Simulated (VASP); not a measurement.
# CdSe (rocksalt type) (Fm-3m) in VASP: a series of runs

CdSe (rocksalt type) is run at these levels: PBE; tasks: single point.

All numbers are computed with VASP 6.6.1; they aren't measurements. Logs are shortened: lines on timing, memory, paths and dates and some standing lists are left out, and cuts for length are marked.

### Step 1. The cell of the first run

The structure is cubic, space group Fm-3m (No. 225). Conventional cell: a = 4.702 Å, b = 4.702 Å, c = 4.702 Å, α = 90.00°, β = 90.00°, γ = 90.00°. Within 3.1 Å of Cd (site symmetry m-3m) lie 6 Se at 2.35 Å. Se (site symmetry m-3m) has 6 Cd at 2.35 Å within 3.1 Å.

### Step 2. Single point, PBE (12.99 Å³/atom)

Contents of INCAR:

```
SYSTEM = CdSe
PREC = Accurate
ENCUT = 520
EDIFF = 1E-7
ISMEAR = -1
SIGMA = 0.1
LREAL = .False.
LASPH = .True.
NELM = 60
ALGO = Normal
ISIF = 2
LWAVE = .False.
LCHARG = .True.
GGA = PE
LELF = .True.
LVHAR = .True.
NBANDS = 16
```

Contents of KPOINTS:

```
Automatic mesh
0
Gamma
  14 14 14
  0 0 0
```

Contents of POSCAR:

```
CdSe
1.0
    0.0000000000      2.3509711582      2.3509711582
    2.3509711582      0.0000000000      2.3509711582
    2.3509711582      2.3509711582      0.0000000000
Cd Se
1 1
Direct
    0.0000000000      0.0000000000      0.0000000000
    0.5000000000      0.5000000000      0.5000000000
```

Potentials or basis: VASP PAW PBE potentials, release 64 (Cd, Se).

Run with:

```console
$ cat potpaw_PBE.64/Cd/POTCAR potpaw_PBE.64/Se/POTCAR > POTCAR
$ mpirun -np 1 vasp_std > vasp.out
```

OUTCAR:

```text
SYSTEM = CdSe
   PREC = Accurate
   ENCUT = 520
   EDIFF = 1E-7
   ISMEAR = -1
   LREAL = .False.
   LASPH = .True.
   NELM = 60
   ISIF = 2
   GGA = PE

 ion  position               nearest neighbor table
   1  0.000  0.000  0.000-   2 2.35   2 2.35   2 2.35   2 2.35   2 2.35   2 2.35
   2  0.500  0.500  0.500-   1 2.35   1 2.35   1 2.35   1 2.35   1 2.35   1 2.35

  LATTYP: Found a face centered cubic cell.
 ALAT       =     4.7019423164

  Lattice vectors:

 A1 = (   0.0000000000,   2.3509711582,   2.3509711582)
 A2 = (   2.3509711582,   0.0000000000,   2.3509711582)
 A3 = (   2.3509711582,   2.3509711582,   0.0000000000)

Analysis of symmetry for initial positions (statically):
=====================================================================
 Subroutine PRICEL returns:
 Original cell was already a primitive cell.

 Routine SETGRP: Setting up the symmetry group for a
 face centered cubic supercell.

 Subroutine GETGRP returns: Found 48 space group operations
 (whereof 48 operations were pure point group operations)
 out of a pool of 48 trial point group operations.

The static configuration has the point symmetry O_h .

Analysis of symmetry for dynamics (positions and initial velocities):
=====================================================================
 Subroutine PRICEL returns:
 Original cell was already a primitive cell.

 Routine SETGRP: Setting up the symmetry group for a
 face centered cubic supercell.

 Subroutine GETGRP returns: Found 48 space group operations
 (whereof 48 operations were pure point group operations)
 out of a pool of 48 trial point group operations.

The dynamic configuration has the point symmetry O_h .

 Subroutine INISYM returns: Found 48 space group operations
 (whereof 48 operations are pure point group operations),
 and found     1 'primitive' translations

----------------------------------------------------------------------------------------

                                     Primitive cell

  volume of cell :      25.9879

  direct lattice vectors                    reciprocal lattice vectors
     0.000000000  2.350971158  2.350971158    -0.212678066  0.212678066  0.212678066
     2.350971158  0.000000000  2.350971158     0.212678066 -0.212678066  0.212678066
     2.350971158  2.350971158  0.000000000     0.212678066  0.212678066 -0.212678066

  length of vectors
     3.324775297  3.324775297  3.324775297     0.368369217  0.368369217  0.368369217

  position of ions in fractional coordinates (direct lattice)
     0.000000000  0.000000000  0.000000000
     0.500000000  0.500000000  0.500000000

  ion indices of the primitive-cell ions
   primitive index   ion index
                 1           1
                 2           2

----------------------------------------------------------------------------------------

 KPOINTS: Automatic mesh

Automatic generation of k-mesh.
 Grid dimensions read from file:
 generate k-points for:   14   14   14

 Generating k-lattice:

  Cartesian coordinates                     Fractional coordinates (reciprocal lattice)
    -0.015191290  0.015191290  0.015191290     0.071428571  0.000000000  0.000000000
     0.015191290 -0.015191290  0.015191290     0.000000000  0.071428571  0.000000000
     0.015191290  0.015191290 -0.015191290     0.000000000  0.000000000  0.071428571

  Length of vectors
     0.026312087  0.026312087  0.026312087

  Shift w.r.t. Gamma in fractional coordinates (k-lattice)
     0.000000000  0.000000000  0.000000000

 Subroutine IBZKPT returns following result:
 ===========================================

 Found    104 irreducible k-points:

 Following reciprocal coordinates:
            Coordinates               Weight
  0.000000  0.000000  0.000000      1.000000
  0.071429  0.000000  0.000000      8.000000
  0.142857  0.000000  0.000000      8.000000
  0.214286  0.000000  0.000000      8.000000
  0.285714  0.000000  0.000000      8.000000
  0.357143  0.000000  0.000000      8.000000
[... 16 lines left out ...]
  0.214286  0.142857  0.000000     24.000000
  0.285714  0.142857  0.000000     24.000000
 [... further k-points ...]
   k-points           NKPTS =    104   k-points in BZ     NKDIM =    104   number of bands    NBANDS=     16
   number of dos      NEDOS =    301   number of ions     NIONS =      2
   total plane-waves  NPLWV =  21952
   dimension x,y,z NGX =    28 NGY =   28 NGZ =   28
   dimension x,y,z NGXF=    56 NGYF=   56 NGZF=   56
   ions per type =               1   1
   NGX,Y,Z   is equivalent  to a cutoff of  14.00, 14.00, 14.00 a.u.
   NGXF,Y,Z  is equivalent  to a cutoff of  28.00, 28.00, 28.00 a.u.
 SYSTEM =  CdSe
   PREC   = accura    normal or accurate (medium, high low for compatibility)
   ISTART =      0    job   : 0-new  1-cont  2-samecut
   ICHARG =      2    charge: 1-file 2-atom 10-const
   ISPIN  =      1    spin polarized calculation?
   LNONCOLLINEAR =      F non collinear calculations
   LSORBIT =      F    spin-orbit coupling
   LASPH  =      T    aspherical Exc in radial PAW
   ENCUT  =  520.0 eV  38.22 Ry    6.18 a.u.   6.18  6.18  6.18*2*pi/ulx,y,z
   NELM   =     60;   NELMIN=  2; NELMDL= -5     # of ELM steps
   EDIFF  = 0.1E-06   stopping-criterion for ELM
   LREAL  =      F    real-space projection
   EDIFFG = 0.1E-05   stopping-criterion for IOM
   NSW    =      0    number of steps for IOM
   IBRION =     -1    ionic relax: 0-MD 1-quasi-New 2-CG
   NFREE  =      0    steps in history (QN), initial steepest desc. (CG)
   ISIF   =      2    stress and relaxation
   ISYM   =      2    0-nonsym 1-usesym 2-fastsym
   POTIM  = 0.5000    time-step for ionic-motion
   TEBEG  =    0.0;   TEEND  =   0.0 temperature during run
   PSTRESS=    0.0 pullay stress
   NELECT =      18.0000    total number of electrons
   NUPDOWN=      -1.0000    fix difference up-down
   EMIN   =  10.00;   EMAX   =-10.00  energy-range for DOS
   EFERMI =   0.00;   METHOD = LEGACY
   ISMEAR =    -1;   SIGMA  =   0.10  broadening in eV -4-tet -1-fermi 0-gaus
   EFERMI_NEDOS =   21; number of points for ismear=-14 and -15
   IALGO  =     38    algorithm
   IMIX   =      4    mixing-type and parameters
     AMIX     =   0.40;   BMIX     =  1.00
     AMIX_MAG =   1.60;   BMIX_MAG =  1.00
  volume/ion in A,a.u.               =      12.99        87.69
  Fermi-wavevector in a.u.,A,eV,Ry     =   1.448466  2.737204 28.545762  2.098054
  Thomas-Fermi vector in A             =   2.566304
   LORBIT       =      0    0 simple, 1 ext, 2 COOP (PROOUT), +10 PAW based schemes
   GGA     = PE    functional components
   LHFCALC =     F    Hartree Fock is set to
   AEXX    =    0.0000 exact exchange contribution
   IVDW    =     0    specifies the selected vdW correction
   LEPSILON=     F    determine dielectric tensor
   LRPA    =     F    only Hartree local field effects (RPA)
 non-spin polarized calculation
  energy-cutoff  :      520.00
  volume of cell :       25.99
 maximum number of plane-waves:       725
 NGX is ok and might be reduce to    28
   NGX = 13   NGY = 13   NGZ = 13

 number of electron      18.0000002 magnetization

 Free energy of the ion-electron system (eV)
  ---------------------------------------------------
  ext. energy  EPLUGINS =         0.00000000
  ---------------------------------------------------
  free energy    TOTEN  =         0.59012254 eV

  energy without entropy =        0.60114706  energy(sigma->0) =        0.59563480

 E-fermi :  10.1621     XC(G=0): -13.1863

 val. band max:       10.1588873813   @ k =  -0.2857   0.1429   0.0000
 cond. band min:      10.1842051991   @ k =   0.3571   0.3571   0.0000
 fundamental gap:      0.0253178178
 Fermi energy:        10.1621351979

 k-point     1 :       0.0000    0.0000    0.0000
  band No.  band energies     occupation
      1      -8.9920      2.00000
      2      -0.9930      2.00000
      3      -0.9930      2.00000
      4      -0.9930      2.00000
      5      -0.9620      2.00000
      6      -0.9620      2.00000
[... 8 lines left out ...]
     15      22.9560      0.00000
     16      22.9560      0.00000

 k-point     2 :       0.0714    0.0000    0.0000
  band No.  band energies     occupation
      1      -8.8971      2.00000
      2      -1.0300      2.00000
      3      -1.0300      2.00000
      4      -1.0236      2.00000
      5      -0.9549      2.00000
      6      -0.9549      2.00000
[... 8 lines left out ...]
     15      21.9318      0.00000
     16      21.9318      0.00000

 k-point     3 :       0.1429    0.0000    0.0000
  band No.  band energies     occupation
      1      -8.6163      2.00000
      2      -1.1952      2.00000
      3      -1.1952      2.00000
      4      -1.1204      2.00000
      5      -0.8655      2.00000
      6      -0.8655      2.00000
[... 8 lines left out ...]
     15      21.0311      0.00000
     16      21.0311      0.00000

 k-point     4 :       0.2143    0.0000    0.0000
  band No.  band energies     occupation
      1      -8.1631      2.00000
      2      -1.4206      2.00000
      3      -1.4206      2.00000
      4      -1.3010      2.00000
      5      -0.7313      2.00000
      6      -0.7313      2.00000
[... 8 lines left out ...]
     15      21.0959      0.00000
     16      21.0959      0.00000
[... 324 lines left out ...]
 k-point    22 :       0.1429    0.1429    0.0000
  band No.  band energies     occupation
      1      -8.5106      2.00000
      2      -1.4577      2.00000
      3      -1.1154      2.00000
      4      -0.9027      2.00000
      5      -0.9027      2.00000
      6      -0.8966      2.00000
[... 8 lines left out ...]
     15      22.1638      0.00000
     16      24.6687      0.00000

 k-point    23 :       0.2143    0.1429    0.0000
  band No.  band energies     occupation
      1      -8.2035      2.00000
      2      -1.6679      2.00000
      3      -1.1948      2.00000
      4      -1.0245      2.00000
      5      -0.8278      2.00000
      6      -0.7294      2.00000
[... 8 lines left out ...]
     15      23.0485      0.00000
     16      23.9398      0.00000

 k-point    24 :       0.2857    0.1429    0.0000
  band No.  band energies     occupation
      1      -7.7528      2.00000
      2      -1.8771      2.00000
      3      -1.3160      2.00000
      4      -1.2190      2.00000
      5      -0.7081      2.00000
      6      -0.5535      2.00000
[... 8 lines left out ...]
     15      23.3319      0.00000
     16      23.8450      0.00000

 [... further k-points ...]

------------------------ aborting loop because EDIFF is reached ----------------------------------------

  FORCE on cell =-STRESS in cart. coord.  units (eV):
  Direction    XX          YY          ZZ          XY          YZ          ZX
  --------------------------------------------------------------------------------------
  -------------------------------------------------------------------------------------
  Total       25.0244304     25.0244304     25.0244304      0.0000000      0.0000000      0.0000000
  in kB     1542.7760359   1542.7760359   1542.7760359      0.0000000      0.0000000      0.0000000
  external PRESSURE =    1542.7760359 kB  Pullay stress =       0.0000000 kB

 VOLUME and BASIS-vectors are now :
 -----------------------------------------------------------------------------
  energy-cutoff  :      520.00
  volume of cell :       25.99
      direct lattice vectors                 reciprocal lattice vectors
     0.000000000  2.350971158  2.350971158    -0.212678066  0.212678066  0.212678066
     2.350971158  0.000000000  2.350971158     0.212678066 -0.212678066  0.212678066
     2.350971158  2.350971158  0.000000000     0.212678066  0.212678066 -0.212678066

 POSITION                                       TOTAL-FORCE (eV/Angst)
 -----------------------------------------------------------------------------------
      0.00000      0.00000      0.00000         0.000000      0.000000      0.000000
      2.35097      2.35097      2.35097         0.000000     -0.000000     -0.000000
 -----------------------------------------------------------------------------------
    total drift:                               -0.000000      0.000000      0.000000

  FREE ENERGIE OF THE ION-ELECTRON SYSTEM (eV)
  ---------------------------------------------------
  free  energy   TOTEN  =         0.5901225402 eV

  energy  without entropy=        0.6011470646  energy(sigma->0) =        0.59563480
```

Run time: 41 s. Hardware: 1 thread of AMD EPYC 7R13 (Zen 3), shared host; peak memory 0.16 GiB.

Results:

* Free energy: 0.5901 eV
* Pressure: 154.3 GPa
* Band gap on the k mesh: zero (bands 9 and 10 overlap by 1.06 eV)

Caveat: the cell stands under pressure.

### Step 3. Single point, PBE (15.12 Å³/atom)

This run uses another cell than the first one, of 15.12 Å³/atom.

Contents of INCAR:

```
SYSTEM = CdSe
PREC = Accurate
ENCUT = 520
EDIFF = 1E-6
ISMEAR = -1
SIGMA = 0.1
LREAL = .FALSE.
LASPH = .TRUE.
NELM = 100
ALGO = Normal
ISIF = 2
LWAVE = .FALSE.
LCHARG = .TRUE.
GGA = PE
LELF = .TRUE.
LVHAR = .TRUE.
NBANDS = 16
```

Contents of KPOINTS:

```
regular mesh
0
G
  14 14 14
  0 0 0
```

Contents of POSCAR:

```
CdSe
1.0
    0.0000000000      2.4727852188      2.4727852188
    2.4727852188      0.0000000000      2.4727852188
    2.4727852188      2.4727852188      0.0000000000
Cd Se
1 1
Direct
    0.0000000000      0.0000000000      0.0000000000
    0.5000000000      0.5000000000      0.5000000000
```

Potentials or basis: VASP PAW PBE potentials, release 64 (Cd, Se).

Run with:

```console
$ cat potpaw_PBE.64/Cd/POTCAR potpaw_PBE.64/Se/POTCAR > POTCAR
$ mpirun -np 1 vasp_std > vasp.out
```

OUTCAR:

```text
SYSTEM = CdSe
   PREC = Accurate
   ENCUT = 520
   EDIFF = 1E-6
   ISMEAR = -1
   LREAL = .FALSE.
   LASPH = .TRUE.
   NELM = 100
   ISIF = 2
   GGA = PE

 ion  position               nearest neighbor table
   1  0.000  0.000  0.000-   2 2.47   2 2.47   2 2.47   2 2.47   2 2.47   2 2.47
   2  0.500  0.500  0.500-   1 2.47   1 2.47   1 2.47   1 2.47   1 2.47   1 2.47

  LATTYP: Found a face centered cubic cell.
 ALAT       =     4.9455704376

  Lattice vectors:

[... 192 lines left out ...]
      6      -2.2330      2.00000
[... 433 lines left out ...]
      3      -2.4415      2.00000
      4      -2.4084      2.00000
      5      -2.0311      2.00000
      6      -1.9294      2.00000
[... 8 lines left out ...]
     15      20.4988      0.00000
     16      20.7737      0.00000

 [... further k-points ...]
[... 5 lines left out ...]
  --------------------------------------------------------------------------------------
  -------------------------------------------------------------------------------------
  Total       15.1590118     15.1590118     15.1590118     -0.0000000      0.0000000     -0.0000000
  in kB      803.1419116    803.1419116    803.1419116     -0.0000000      0.0000000     -0.0000000
  external PRESSURE =     803.1419116 kB  Pullay stress =       0.0000000 kB

 VOLUME and BASIS-vectors are now :
 -----------------------------------------------------------------------------
  energy-cutoff  :      520.00
  volume of cell :       30.24
      direct lattice vectors                 reciprocal lattice vectors
     0.000000000  2.472785219  2.472785219    -0.202201144  0.202201144  0.202201144
     2.472785219  0.000000000  2.472785219     0.202201144 -0.202201144  0.202201144
     2.472785219  2.472785219  0.000000000     0.202201144  0.202201144 -0.202201144

 POSITION                                       TOTAL-FORCE (eV/Angst)
 -----------------------------------------------------------------------------------
      0.00000      0.00000      0.00000        -0.000000     -0.000000     -0.000000
      2.47279      2.47279      2.47279         0.000000      0.000000      0.000000
 -----------------------------------------------------------------------------------
    total drift:                               -0.000000      0.000000      0.000000

  FREE ENERGIE OF THE ION-ELECTRON SYSTEM (eV)
  ---------------------------------------------------
  free  energy   TOTEN  =        -2.4131293267 eV

  energy  without entropy=       -2.4019768278  energy(sigma->0) =       -2.40755308
```

OSZICAR:

```text
N       E                     dE             d eps       ncg     rms          rms(c)
DAV:   1     0.114865159696E+03    0.11487E+03   -0.98318E+03  3512   0.112E+03
DAV:   2     0.291346912541E+00   -0.11457E+03   -0.10842E+03  4048   0.274E+02
DAV:   3    -0.285046700216E+01   -0.31418E+01   -0.31370E+01  3912   0.467E+01
DAV:   4    -0.285723092354E+01   -0.67639E-02   -0.67637E-02  4176   0.220E+00
DAV:   5    -0.285724863074E+01   -0.17707E-04   -0.17706E-04  3960   0.104E-01    0.167E+01
DAV:   6    -0.246050320592E+01    0.39675E+00   -0.48522E-01  4728   0.122E+01    0.118E+01
DAV:   7    -0.241646105317E+01    0.44042E-01   -0.25144E-01  4064   0.422E+00    0.290E+00
DAV:   8    -0.241359270165E+01    0.28684E-02   -0.34401E-02  3688   0.269E+00    0.412E-01
DAV:   9    -0.241312374896E+01    0.46895E-03   -0.38423E-03  4216   0.741E-01    0.844E-02
DAV:  10    -0.241312353473E+01    0.21423E-06   -0.12320E-04  3880   0.190E-01    0.286E-02
DAV:  11    -0.241312903054E+01   -0.54958E-05   -0.96627E-06  3784   0.293E-02    0.693E-03
DAV:  12    -0.241312932673E+01   -0.29619E-06   -0.61196E-07  2880   0.103E-02
   1 F= -.24131293E+01 E0= -.24075531E+01  d E =-.111525E-01
```

stdout:

```text
POSCAR found type information on POSCAR CdSe
 POSCAR found :  2 types and       2 ions
 scaLAPACK will be used
 LDA part: xc-table for (Slater+PW92), standard interpolation
 POSCAR, INCAR and KPOINTS ok, starting setup
 FFT: planning ... GRIDC
 FFT: planning ... GRID_SOFT
 FFT: planning ... GRID
 WAVECAR not read
 entering main loop
```

Run time: 38 s. Hardware: 1 thread of AMD EPYC 7R13 (Zen 3), shared host; peak memory 0.16 GiB.

Results:

```
Free energy            : -2.4131 eV
Pressure               : 80.3 GPa
Band gap on the k mesh : zero (bands 9 and 10 overlap by 0.84 eV)
```

Caveat: the cell stands under pressure.

### Step 4. Single point, PBE (17.01 Å³/atom)

This run uses another cell than the first one, of 17.01 Å³/atom.

Contents of INCAR:

```
SYSTEM = CdSe
  PREC = Accurate
  ENCUT = 520
  EDIFF = 1E-7
  ISMEAR = -1
  SIGMA = 0.1
  LREAL = .FALSE.
  LASPH = .TRUE.
  NELM = 100
  ALGO = Normal
  ISIF = 2
  LWAVE = .FALSE.
  LCHARG = .TRUE.
  GGA = PE
  LELF = .TRUE.
  LVHAR = .TRUE.
  NBANDS = 16
```

KPOINTS is that of step 3.

Contents of POSCAR:

```
CdSe
1.0
    0.0000000000      2.5718002657      2.5718002657
    2.5718002657      0.0000000000      2.5718002657
    2.5718002657      2.5718002657      0.0000000000
Cd Se
1 1
Direct
    0.0000000000      0.0000000000      0.0000000000
    0.5000000000      0.5000000000      0.5000000000
```

Run with:

```console
$ cat potpaw_PBE.64/Cd/POTCAR potpaw_PBE.64/Se/POTCAR > POTCAR
$ mpirun -np 1 vasp_std > vasp.out
```

It took 45 s on 1 thread of AMD EPYC 7R13 (Zen 3), shared host; peak memory 0.17 GiB.

It converged, with:

```yaml
Free_energy: -3.8498 eV
Pressure: 44.7 GPa
Band_gap_on_the_k_mesh: zero (bands 9 and 10 overlap by 0.67 eV)
```

Levels at points of the mesh, in eV from the Fermi level:
```csv
k point,band 7,band 8,band 9,band 10,band 11,band 12
"(0.00, 0.00, 0.00)",-1.42,-1.42,-1.42,1.67,8.72,8.72
"(0.50, 0.00, 0.00)",-6.78,-0.05,-0.05,2.53,4.87,4.87
"(0.50, 0.50, 0.00)",-6.78,-3.71,-3.71,-0.72,4.78,12.09
```

Caveat: the cell stands under pressure; semilocal functionals underestimate gaps, and a narrow one can read as zero.

### Step 5. Overview

| cell | gap on the mesh (eV) | pressure (GPa) |
| --- | --- | --- |
| a = 3.325 Å, angles 60.0°, 2 atoms | none | 154.3 |
| a = 3.497 Å, angles 60.0°, 2 atoms | none | 80.3 |
| a = 3.637 Å, angles 60.0°, 2 atoms | none | 44.7 |

Alike in all rows: task single point; level PBE; potentials or basis VASP PAW PBE potentials, release 64 (Cd, Se); no spin polarisation; k mesh 14 × 14 × 14; cutoff (eV) 520; smearing fermi-dirac 0.1 eV.

Caveats: the cell stands under pressure; semilocal functionals underestimate gaps, and a narrow one can read as zero (at least some runs).

Absolute energies hang on the potentials; compare differences alone.

The gap in the log of VASP goes by the Fermi energy; the results here count the filled bands.